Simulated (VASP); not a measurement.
Write the native input for VASP 6.6.1 that does the following.

| Item | Value |
| --- | --- |
| Task | relaxation of cell and atoms |
| Functional | PBE |
| Potentials or basis | VASP PAW PBE potentials, release 64 (Li_sv, H) |
| Cutoff | 600 eV |
| k mesh | 10 × 10 × 10 |
| Occupations | gaussian, width 0.02 eV |
| Spin | no spin polarisation |
| Dipole correction | no |
| Further INCAR settings | ALGO = Normal; EDIFF = 1e-06; IBRION = 2; EDIFFG = -0.01; NSW = 100; ISIF = 3 |

The structure of LiH lies in POSCAR:

```
LiH
1.0
    0.0000000000      2.0086193100      2.0086193100
    2.0086193100      0.0000000000      2.0086193100
    2.0086193100      2.0086193100      0.0000000000
Li H
1 1
Direct
    0.0000000000      0.0000000000      0.0000000000
    0.5000000000      0.5000000000      0.5000000000
```

One way to write it, as run:

INCAR

```
SYSTEM = LiH
  PREC = Accurate
  ENCUT = 600
  EDIFF = 1E-6
  ISMEAR = 0
  SIGMA = 0.02
  LREAL = .FALSE.
  LASPH = .TRUE.
  NELM = 60
  ALGO = Normal
  ISIF = 3
  LWAVE = .FALSE.
  LCHARG = .FALSE.
  GGA = PE
  IBRION = 2
  NSW = 100
  EDIFFG = -0.01
```

KPOINTS

```
regular mesh
0
G
  10 10 10
  0 0 0
```

Potentials or basis: VASP PAW PBE potentials, release 64 (Li_sv, H).

Command:

```console
$ cat potpaw_PBE.64/Li_sv/POTCAR potpaw_PBE.64/H/POTCAR > POTCAR
$ mpirun -np 1 vasp_std > vasp.out
```

Results of the run:

```yaml
Relaxed_volume: 7.99 Å³/atom
Relaxed_cell: a = 2.827 Å, b = 2.827 Å, c = 2.827 Å, α = 60.00°, β = 60.00°, γ = 60.00°
Space_group_after_relaxing_to_0.05_Å: Fm-3m (No. 225)
Energy_gained_by_relaxing: 0.2 meV/atom
Ionic_steps: 3
Pressure_after_relaxing: 0.0 GPa
Band_gap_on_the_k_mesh: 2.97 eV, direct
```

Caveat: the cutoff is under 1.25 times the usual one of these potentials, so pressure, stress and relaxed cells hold a basis-set (Pulay) error.

It took 12 s on 1 thread of Intel Xeon 8259CL (shared host), peak memory 0.13 GiB.
